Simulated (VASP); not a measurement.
# V (Im-3m) in VASP: a series of runs

Runs on V. Level: PBEsol. Tasks: single point.

Program: VASP 6.6.1. These are calculated values, not measurements. Logs are shortened: lines on timing, memory, paths and dates and some standing lists are left out, and cuts for length are marked.

### Step 1. The cell of the first run

Symmetry: Im-3m, No. 229, cubic system. The conventional cell has a = 2.838 Å, b = 2.838 Å, c = 2.838 Å, α = 90.00°, β = 90.00°, γ = 90.00°. V (site symmetry m-3m) has 14 V at 2.46 to 2.84 Å within 3.2 Å.

### Step 2. Single point, PBEsol, collinear spin, ferromagnetic start

Input file INCAR:

```
PREC     = Accurate       # precision mode
ENCUT    = 520            # plane-wave cutoff, eV
EDIFF    = 1E-6           # SCF threshold, eV
ISMEAR   = -1             # smearing method
SIGMA    = 0.05           # smearing width, eV
LREAL    = False          # projectors in reciprocal space
LASPH    = True           # aspherical terms in the spheres
NELM     = 150            # most SCF steps
ALGO     = Normal         # electronic algorithm
ISIF     = 2              # what is computed and relaxed
LWAVE    = False          # write WAVECAR
LCHARG   = False          # write CHGCAR
ISPIN    = 2              # spin polarisation
MAGMOM   = 2              # initial moments
LORBIT   = 11             # projections on sites
LMAXMIX  = 4              # l up to which the mixer works
GGA      = PS             # functional
NBANDS   = 16             # bands
```

Input file KPOINTS:

```
regular mesh
0
Gamma
  12 12 12
```

Input file POSCAR:

```
V
1.0
   -1.4187780469      1.4187780469      1.4187780469
    1.4187780469     -1.4187780469      1.4187780469
    1.4187780469      1.4187780469     -1.4187780469
V
1
Direct
    0.0000000000      0.0000000000      0.0000000000
```

Potentials or basis: VASP PAW PBE potentials, release 64 (V_sv).

Command:

```console
$ cat potpaw_PBE.64/V_sv/POTCAR > POTCAR
$ mpirun -np 1 vasp_std > vasp.out
```

OUTCAR:

```text
PREC = Accurate
   ENCUT = 520
   EDIFF = 1E-6
   ISMEAR = -1
   LREAL = False
   LASPH = True
   NELM = 150
   ISIF = 2
   ISPIN = 2
   LORBIT = 11
   GGA = PS

 ion  position               nearest neighbor table
   1  0.000  0.000  0.000-

  LATTYP: Found a body centered cubic cell.
 ALAT       =     2.8375560938

  Lattice vectors:

 A1 = (  -1.4187780469,   1.4187780469,   1.4187780469)
 A2 = (   1.4187780469,  -1.4187780469,   1.4187780469)
 A3 = (   1.4187780469,   1.4187780469,  -1.4187780469)

Analysis of symmetry for initial positions (statically):
=====================================================================
 Subroutine PRICEL returns:
 Original cell was already a primitive cell.

 Routine SETGRP: Setting up the symmetry group for a
 body centered cubic supercell.

 Subroutine GETGRP returns: Found 48 space group operations
 (whereof 48 operations were pure point group operations)
 out of a pool of 48 trial point group operations.

The static configuration has the point symmetry O_h .

Analysis of symmetry for dynamics (positions and initial velocities):
=====================================================================
 Subroutine PRICEL returns:
 Original cell was already a primitive cell.

 Routine SETGRP: Setting up the symmetry group for a
 body centered cubic supercell.

 Subroutine GETGRP returns: Found 48 space group operations
 (whereof 48 operations were pure point group operations)
 out of a pool of 48 trial point group operations.

The dynamic configuration has the point symmetry O_h .

Analysis of structural, dynamic, and magnetic symmetry:
=====================================================================
 Subroutine PRICEL returns:
 Original cell was already a primitive cell.

 Routine SETGRP: Setting up the symmetry group for a
 body centered cubic supercell.

 Subroutine GETGRP returns: Found 48 space group operations
 (whereof 48 operations were pure point group operations)
 out of a pool of 48 trial point group operations.

The overall configuration has the point symmetry O_h .

 Subroutine INISYM returns: Found 48 space group operations
 (whereof 48 operations are pure point group operations),
 and found     1 'primitive' translations

----------------------------------------------------------------------------------------

                                     Primitive cell

[... 89 lines left out ...]
   LREAL  =      F    real-space projection
[... 7 lines left out ...]
   TEBEG  =    0.0;   TEEND  =   0.0 temperature during run
   PSTRESS=    0.0 pullay stress
   NELECT =      13.0000    total number of electrons
   NUPDOWN=      -1.0000    fix difference up-down
   EMIN   =  10.00;   EMAX   =-10.00  energy-range for DOS
   EFERMI =   0.00;   METHOD = LEGACY
   ISMEAR =    -1;   SIGMA  =   0.05  broadening in eV -4-tet -1-fermi 0-gaus
   EFERMI_NEDOS =   21; number of points for ismear=-14 and -15
   IALGO  =     38    algorithm
   IMIX   =      4    mixing-type and parameters
     AMIX     =   0.40;   BMIX     =  1.00
     AMIX_MAG =   1.60;   BMIX_MAG =  1.00
  volume/ion in A,a.u.               =      11.42        77.09
  Fermi-wavevector in a.u.,A,eV,Ry     =   1.709181  3.229885 39.746714  2.921301
  Thomas-Fermi vector in A             =   2.787712
   LORBIT       =     11    0 simple, 1 ext, 2 COOP (PROOUT), +10 PAW based schemes
   GGA     = PS    functional components
   LHFCALC =     F    Hartree Fock is set to
   AEXX    =    0.0000 exact exchange contribution
   IVDW    =     0    specifies the selected vdW correction
   LEPSILON=     F    determine dielectric tensor
   LRPA    =     F    only Hartree local field effects (RPA)
 spin polarized calculation
  energy-cutoff  :      520.00
  volume of cell :       11.42
 maximum number of plane-waves:       321
   NGX =  9   NGY =  9   NGZ =  9

 number of electron      12.9999991 magnetization      -0.0009570

 number of electron      12.9999991 magnetization       0.0024931

 Free energy of the ion-electron system (eV)
  ---------------------------------------------------
  ext. energy  EPLUGINS =         0.00000000
  ---------------------------------------------------
  free energy    TOTEN  =        -9.50460858 eV

  energy without entropy =       -9.49308151  energy(sigma->0) =       -9.49884505

 E-fermi :  11.7794     XC(G=0): -13.9870

 val. band max:       11.7276439680   @ k =   0.2500   0.0000   0.0000
 cond. band min:      11.7905780501   @ k =  -0.1667   0.2500   0.0833
 fundamental gap:      0.0629340821
 Fermi energy:        11.7794203636

 spin component 1

 k-point     1 :       0.0000    0.0000    0.0000
  band No.  band energies     occupation
      1     -51.5434      1.00000
      2     -24.5900      1.00000
      3     -24.5900      1.00000
      4     -24.5900      1.00000
      5       4.8808      1.00000
      6      12.2009      0.00022
[... 435 lines left out ...]
      5       8.5250      1.00000
      6      10.1797      1.00000
[... 8 lines left out ...]
     15      43.9072      0.00000
     16      44.9065      0.00000

 [... further k-points ...]

 spin component 2

 k-point     1 :       0.0000    0.0000    0.0000
  band No.  band energies     occupation
      1     -51.5414      1.00000
      2     -24.5880      1.00000
      3     -24.5880      1.00000
      4     -24.5880      1.00000
      5       4.8825      1.00000
      6      12.2030      0.00021
[... 435 lines left out ...]
      5       8.5268      1.00000
      6      10.1817      1.00000
[... 8 lines left out ...]
     15      43.9090      0.00000
     16      44.9083      0.00000

 [... further k-points ...]
[... 5 lines left out ...]
  --------------------------------------------------------------------------------------
  -------------------------------------------------------------------------------------
  Total        2.1736986      2.1736986      2.1736986     -0.0000000     -0.0000000     -0.0000000
  in kB      304.8642797    304.8642797    304.8642797     -0.0000000     -0.0000000     -0.0000000
  external PRESSURE =     304.8642797 kB  Pullay stress =       0.0000000 kB

 VOLUME and BASIS-vectors are now :
 -----------------------------------------------------------------------------
  energy-cutoff  :      520.00
  volume of cell :       11.42
      direct lattice vectors                 reciprocal lattice vectors
    -1.418778047  1.418778047  1.418778047     0.000000000  0.352415941  0.352415941
     1.418778047 -1.418778047  1.418778047     0.352415941  0.000000000  0.352415941
     1.418778047  1.418778047 -1.418778047     0.352415941  0.352415941  0.000000000

 POSITION                                       TOTAL-FORCE (eV/Angst)
 -----------------------------------------------------------------------------------
      0.00000      0.00000      0.00000        -0.000000     -0.000000     -0.000000
 -----------------------------------------------------------------------------------
    total drift:                                0.000000      0.000000      0.000000

  FREE ENERGIE OF THE ION-ELECTRON SYSTEM (eV)
  ---------------------------------------------------
  free  energy   TOTEN  =        -9.5046085830 eV

  energy  without entropy=       -9.4930815115  energy(sigma->0) =       -9.49884505

 total charge

# of ion       s       p       d       tot
------------------------------------------
    1        2.397   6.272   3.328  11.997

 magnetization (x)

# of ion       s       p       d       tot
------------------------------------------
    1        0.000   0.000   0.001   0.001
```

stdout:

```text
POSCAR found type information on POSCAR V
 POSCAR found :  1 types and       1 ions
 scaLAPACK will be used
 -----------------------------------------------------------------------------
|                                                                             |
|                                                                             |
|     You enforced a specific xc type in the INCAR file but a different       |
|     I HOPE YOU KNOW WHAT YOU ARE DOING!                                     |
|                                                                             |
 -----------------------------------------------------------------------------

 LDA part: xc-table for (Slater+PW92), standard interpolation
 POSCAR, INCAR and KPOINTS ok, starting setup
 FFT: planning ... GRIDC
 FFT: planning ... GRID_SOFT
 FFT: planning ... GRID
 WAVECAR not read
 entering main loop
```

Wall time 37 s (1 thread of Intel Xeon 8259CL, shared host); peak memory 0.13 GiB.

Results:

```
Free energy                                           : -9.5046 eV
Pressure                                              : 30.5 GPa
Net moment                                            : 0.00 μB per cell
Valence electrons inside the program's atomic spheres : V 12.00
```

Levels at points of the mesh, in eV from the Fermi level:
Spin up:
```
           k point  band 3  band 4  band 5  band 6  band 7  band 8  band 9  band 10
(0.00, 0.00, 0.00)  -36.37  -36.37   -6.90    0.42    0.42    0.42    2.88     2.88
(0.50, 0.00, 0.00)  -36.83  -36.39   -3.81   -1.52    2.36    2.94    3.38     5.11
(0.50, 0.50, 0.50)  -37.38  -37.38   -3.88   -3.88    4.60    4.60    4.60    11.86
```
Spin down:
```
           k point  band 3  band 4  band 5  band 6  band 7  band 8  band 9  band 10
(0.00, 0.00, 0.00)  -36.37  -36.37   -6.90    0.42    0.42    0.42    2.89     2.89
(0.50, 0.00, 0.00)  -36.82  -36.39   -3.81   -1.52    2.36    2.95    3.38     5.12
(0.50, 0.50, 0.50)  -37.37  -37.37   -3.88   -3.88    4.61    4.61    4.61    11.86
```

Caveat: the PAW data sets were made with another functional, which shifts forces and pressure a little.

### Step 3. Single point, PBEsol, collinear spin, ferromagnetic start

This run uses another cell than the first one, of 11.84 Å³/atom, 1.036 times its volume.

Input file INCAR:

```
PREC = Accurate
ENCUT = 520
EDIFF = 1E-7
ISMEAR = -1
SIGMA = 0.05
LREAL = False
LASPH = True
NELM = 150
ALGO = Normal
ISIF = 2
LWAVE = False
LCHARG = False
ISPIN = 2
MAGMOM = 2
LORBIT = 11
LMAXMIX = 4
GGA = PS
NBANDS = 16
```

KPOINTS is that of step 2.

Input file POSCAR:

```
V
1.0
   -1.4356710648      1.4356710648      1.4356710648
    1.4356710648     -1.4356710648      1.4356710648
    1.4356710648      1.4356710648     -1.4356710648
V
1
Direct
    0.0000000000      0.0000000000      0.0000000000
```

Potentials or basis: VASP PAW PBE potentials, release 64 (V_sv).

Command:

```console
$ cat potpaw_PBE.64/V_sv/POTCAR > POTCAR
$ mpirun -np 1 vasp_std > vasp.out
```

It took 44 s on 1 thread of Intel Xeon 8259CL, shared host; peak memory 0.13 GiB.

The run converged. Its results:

- Free energy: -9.5700 eV
- Pressure: 20.4 GPa
- Net moment: 0.00 μB per cell
- Valence electrons inside the program's atomic spheres: V 11.92

Levels at points of the mesh, in eV from the Fermi level:
Spin up:
| k point | band 3 | band 4 | band 5 | band 6 | band 7 | band 8 | band 9 | band 10 |
| --- | --- | --- | --- | --- | --- | --- | --- | --- |
| (0.00, 0.00, 0.00) | -36.48 | -36.48 | -6.85 | 0.43 | 0.43 | 0.43 | 2.79 | 2.79 |
| (0.50, 0.00, 0.00) | -36.89 | -36.49 | -3.67 | -1.42 | 2.18 | 2.83 | 3.25 | 4.90 |
| (0.50, 0.50, 0.50) | -37.39 | -37.39 | -3.67 | -3.67 | 4.41 | 4.41 | 4.41 | 11.47 |
Spin down:
```tsv
k point	band 4	band 5	band 6	band 7	band 8	band 9
(0.00, 0.00, 0.00)	-36.48	-6.85	0.43	0.43	0.43	2.79
(0.50, 0.00, 0.00)	-36.49	-3.67	-1.42	2.18	2.83	3.25
(0.50, 0.50, 0.50)	-37.39	-3.67	-3.67	4.42	4.42	4.42
```

Caveat: the PAW data sets were made with another functional, which shifts forces and pressure a little.

[end of part 1 of 2]
